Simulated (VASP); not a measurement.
**Rb3ClO: single point with LDA**

The system is Rb3ClO.

```
CELL_PARAMETERS angstrom
5.60928 0.67443 0.67443
0.67443 5.60928 0.67443
0.67443 0.67443 5.60928
ATOMIC_POSITIONS crystal
Rb 0.00000 0.00000 0.50000
Rb 0.00000 0.50000 0.00000
Rb 0.50000 0.00000 0.00000
Cl 0.50000 0.50000 0.50000
O 0.00000 0.00000 0.00000
```

This cell differs from its parent crystal: ratio of the length along [111] to the lengths across it x 1.41, volume and fractional coordinates fixed.

```yaml
Program: VASP 6.6.1
Task: single point
Functional: LDA
Potentials_or_basis: VASP PAW LDA potentials, release 64 (Rb_sv, Cl, O)
Cutoff: 520 eV
k_mesh: 8 × 8 × 8
Occupations: gaussian, width 0.03 eV
Spin: no spin polarisation
```

| Property | Result |
| --- | --- |
| Pressure | -2.5 GPa |
| Band gap on the k mesh | 0.18 eV |

Stress tensor (GPa, compression positive):
```
-2.47 -1.59 -1.59
-1.59 -2.47 -1.59
-1.59 -1.59 -2.47
```

Levels at points of the mesh, in eV from the valence-band top:
| k point | band 16 | band 17 | band 18 | band 19 | band 20 | band 21 | band 22 | band 23 | band 24 | band 25 |
| --- | --- | --- | --- | --- | --- | --- | --- | --- | --- | --- |
| (0.00, 0.00, 0.00) | -3.64 | -3.62 | -0.09 | -0.09 | 0.00 | 0.18 | 2.30 | 2.30 | 2.84 | 3.60 |
| (0.50, 0.00, 0.00) | -3.74 | -3.70 | -0.81 | -0.20 | -0.13 | 1.96 | 2.02 | 3.45 | 3.87 | 4.42 |
| (0.50, 0.50, 0.00) | -3.81 | -3.74 | -0.99 | -0.76 | -0.22 | 2.51 | 3.05 | 3.77 | 4.00 | 4.05 |
| (0.50, 0.50, 0.50) | -3.67 | -3.67 | -1.28 | -0.91 | -0.91 | 1.81 | 3.21 | 3.51 | 3.51 | 3.74 |

Run time: 2.4 min on 1 thread of AMD EPYC 9R45 96-Core Processor (Zen 5), with other jobs on the host, peak memory 0.36 GiB.

Caveat: semilocal functionals underestimate gaps, and a narrow one can read as zero. A k mesh can miss the band edges.
